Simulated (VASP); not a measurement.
Input of a VASP 6.6.1 run:

INCAR

```
SYSTEM = C19O
  PREC = Accurate
  ENCUT = 520
  EDIFF = 1E-6
  ISMEAR = 0
  SIGMA = 0.05
  LREAL = Auto
  LASPH = .TRUE.
  NELM = 60
  ALGO = Normal
  ISIF = 2
  LWAVE = .FALSE.
  LCHARG = .TRUE.
  GGA = CA
  LELF = .TRUE.
  LVHAR = .TRUE.
  NBANDS = 57
```

The input KPOINTS:

```
regular mesh
0
G
  2 2 1
  0 0 0
```

Contents of POSCAR:

```
C19O
1.0
    7.3980000000      0.0000000000      0.0000000000
   -3.6990000000      6.4068560000      0.0000000000
    0.0000000000      0.0000000000     12.0000000000
C O
19 1
Direct
    0.0117355318      0.0004226722      0.0691220833
    0.2325387685      0.1108634251      0.0689629167
    0.0117279769      0.3317016958      0.0691585000
    0.2326044863      0.4421405757      0.0693755833
    0.0096152612      0.6650823743      0.0690808333
    0.2345796283      0.7775763963      0.0687833333
    0.3449449618     -0.0016650913      0.0685045000
    0.5659833992      0.1088513617      0.0685040000
    0.3429946396      0.3317446186      0.0693025000
    0.5679481298      0.4442225641      0.0692969167
    0.3450414669      0.6671175378      0.0692935000
    0.5659026571      0.7775476771      0.0692824167
    0.6763566255     -0.0015430345      0.0687750833
    0.9013245025      0.1109388130      0.0690723333
    0.6783942263      0.3337779092      0.0689452500
    0.8991972399      0.4441638769      0.0691059167
    0.6783389332      0.6649960605      0.0693778333
    0.8992097184      0.7754483634      0.0691740833
    0.4571517255      1.0281209692      0.3111726667
    0.4555215513      0.8773799505      0.3282096667
```

Potentials or basis: VASP PAW LDA potentials, release 64 (C, O).

Run with:

```sh
$ cat potpaw_LDA.64/C/POTCAR potpaw_LDA.64/O/POTCAR > POTCAR
$ mpirun -np 1 vasp_std > vasp.out
```

Q: What does it give for the band gap on the k mesh?

A: 0.20 eV, direct.

Q: What does it give for the largest force?

A: 1.110 eV/Å.

Forces on the atoms (eV/Å):
```
C   -0.006 -0.004  0.001
C    0.002 -0.002  0.002
C   -0.011  0.009  0.001
C    0.000  0.000  0.001
C   -0.005 -0.001 -0.003
C   -0.004 -0.005 -0.002
C    0.000  0.002 -0.001
C    0.001  0.001 -0.003
C   -0.002  0.001  0.000
C    0.003 -0.003  0.005
C   -0.002  0.002  0.000
C    0.000  0.002  0.002
C   -0.001 -0.001  0.003
C    0.001  0.000 -0.002
C    0.003  0.004  0.000
C    0.004  0.003  0.000
C    0.002 -0.002  0.000
C    0.010 -0.006  0.000
C   -0.532  0.950 -0.204
O    0.537 -0.951  0.200
```

Caveat: the k points lie up to 0.49 Å⁻¹ apart.
